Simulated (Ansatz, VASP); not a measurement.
Al2BC2 in VASP and in Ansatz

```
CELL_PARAMETERS angstrom
3.15914 0.00000 0.00000
-1.57957 2.73590 0.00000
0.00000 0.00000 5.44173
ATOMIC_POSITIONS crystal
Al 0.33333 0.66667 0.32326
Al 0.66667 0.33333 0.67674
C 0.33333 0.66667 0.76232
C 0.66667 0.33333 0.23768
B 0.00000 0.00000 0.00000
```

Alike in both runs: functional r2SCAN; k mesh 8 × 8 × 4; no spin polarisation.

Ansatz relaxed the structure, and its values are those at the end. VASP's run is a single point on that final structure, the one shown.

```csv
,VASP,Ansatz
version,VASP 6.6.1,Ansatz 0.2.0
potentials or method,"VASP PAW PBE potentials, release 64 (Al, C, B), cutoff 660 eV",PAW plane waves
occupations,"fermi-dirac, width 0.1 eV",fermi-dirac
valence electrons in the cell,17,17
```

Ansatz gave:

- pressure (GPa): 16.3
- rms of the force components (eV/Å): 0.002

Problem. Estimate VASP's values.

Solution. Pressure (GPa): 15.7; rms of the force components (eV/Å): 0.007.

VASP's potentials were made for PBE, not for r2SCAN. Ansatz's warnings: stress scf threshold loose, structure snapped to symmetry.
